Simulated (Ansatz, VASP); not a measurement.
# Two plane-wave programs on GaN

```xyz
4
Lattice="3.2754 0.0000 0.0000 -1.6377 2.8366 0.0000 0.0000 0.0000 5.0885" Properties=species:S:1:pos:R:3 pbc="T T T"
Ga    0.0000    1.8911    0.0000
Ga    1.6377    0.9455    2.5443
N     0.0000    1.8911    1.9082
N     1.6377    0.9455    4.4524
```

Change from the starting cell: strain +0.030 along x and y, -0.015 along z, atoms carried along.

Alike in both runs: task single point; functional r2SCAN; k mesh 12 × 12 × 6; occupations gaussian, width 0.05 eV; no spin polarisation.

|  | VASP | Ansatz |
| --- | --- | --- |
| version | VASP 6.6.1 | Ansatz 0.2.0 |
| potentials or method | VASP PAW PBE potentials, release 64 (Ga_d, N), cutoff 520 eV | scalar-relativistic, plane waves, PAW |
| valence electrons in the cell | 36 | 36 |

Ansatz gave:

```
gap on the k mesh at the Fermi level (eV)                     : 2.09
least direct gap on the mesh (eV)                             : 2.09
pressure (GPa)                                                : -6.3
traceless stress, the component that is largest in VASP (GPa) : 12.22
rms of the force components (eV/Å)                            : 0.349
```

Estimate VASP's values.

gap on the k mesh at the Fermi level (eV): 2.08; least direct gap on the mesh (eV): 2.08; pressure (GPa): -5.4; traceless stress, the component that is largest in VASP (GPa): 12.40; rms of the force components (eV/Å): 0.364.

VASP's potentials were made for PBE, not for r2SCAN. Atom by atom the forces differ by 0.015 eV/Å (rms over components).
